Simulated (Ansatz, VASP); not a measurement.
Be5Te2 in VASP and in Ansatz

Contents of INCAR:

```
SYSTEM = Be5Te2
ALGO = Normal
EDIFF = 1E-6
EDIFFG = -0.08
ENCUT = 600
GGA = PE
IBRION = 2
ISIF = 3
ISMEAR = 0
LASPH = .TRUE.
LCHARG = .FALSE.
LREAL = .FALSE.
LWAVE = .FALSE.
NELM = 100
NSW = 36
PREC = Accurate
SIGMA = 0.2
```

Contents of KPOINTS:

```
k-points
0
G
  5 5 2
  0 0 0
```

Contents of POSCAR:

```
Be5Te2
1.0
    3.9200000000      0.0000000000      0.0000000000
   -1.9600000000      3.3948195800      0.0000000000
    0.0000000000      0.0000000000      8.5000000000
Be Te
5 2
Direct
    0.0000000000      0.0000000000      0.0000000000
    0.0000000000      0.0000000000      0.7400000000
    0.6666666700      0.3333333300      0.0000000000
    0.3333333300      0.6666666700      0.0000000000
    0.6666666700      0.3333333300      0.3600000000
    0.3333333300      0.6666666700      0.2700000000
    0.6666666700      0.3333333300      0.6500000000
```

Input for Ansatz:

```yaml
crystal:
  lattice:
    - [3.92, 0.0, 0.0]
    - [-1.96, 3.39481958, 0.0]
    - [0.0, 0.0, 8.5]
  atoms:
    - { symbol: Be, position: [0.0, 0.0, 0.0] }
    - { symbol: Be, position: [0.0, 0.0, 0.74] }
    - { symbol: Be, position: [0.66666667, 0.33333333, 0.0] }
    - { symbol: Be, position: [0.33333333, 0.66666667, 0.0] }
    - { symbol: Be, position: [0.66666667, 0.33333333, 0.36] }
    - { symbol: Te, position: [0.33333333, 0.66666667, 0.27] }
    - { symbol: Te, position: [0.66666667, 0.33333333, 0.65] }
basis:
  ecutwfc: 420
kpoints:
  mp_grid: { grid: [5, 5, 2] }
hamiltonian:
  xc: pbe
scf:
  occupations: { method: gaussian, width: 0.2 }
  lower_state_search: "off"
output:
  forces: true
  stress: true
  eigenvalues: true
relax:
  adjacent_minimum: "off"
  f_tol: 0.08
  max_steps: 16
  cell: { stress_tol: 0.8 }
```

Alike in both runs: task relaxation of cell and atoms; functional PBE; k mesh 5 × 5 × 2; occupations gaussian, width 0.2 eV; no spin polarisation.

|  | VASP | Ansatz |
| --- | --- | --- |
| version | VASP 6.6.1 | Ansatz 0.2.0 |
| potentials or method | VASP PAW PBE potentials, release 64 (Be, Te), cutoff 600 eV | scalar-relativistic, plane waves, PAW |
| valence electrons in the cell | 22 | 42 |

Ansatz gave:

```
gap on the k mesh at the Fermi level, each at its own relaxed structure (eV) : none
relaxed volume (Å³/atom)                                                     : 16.71
relaxed cell length with the largest relative difference (Å)                 : 9.215
```

What did VASP give for the same quantities?

gap on the k mesh at the Fermi level, each at its own relaxed structure (eV): none; relaxed volume (Å³/atom): 16.71; relaxed cell length with the largest relative difference (Å): 9.216.

A gap of «none» marks a metal or a gap that the smearing closes. VASP's potentials hold 22 valence electrons a cell and Ansatz's 42, so a difference there can come from the potentials and not from the codes.

The k mesh is coarse, so the values compare programs but aren't converged. Neither program's run includes spin-orbit coupling.
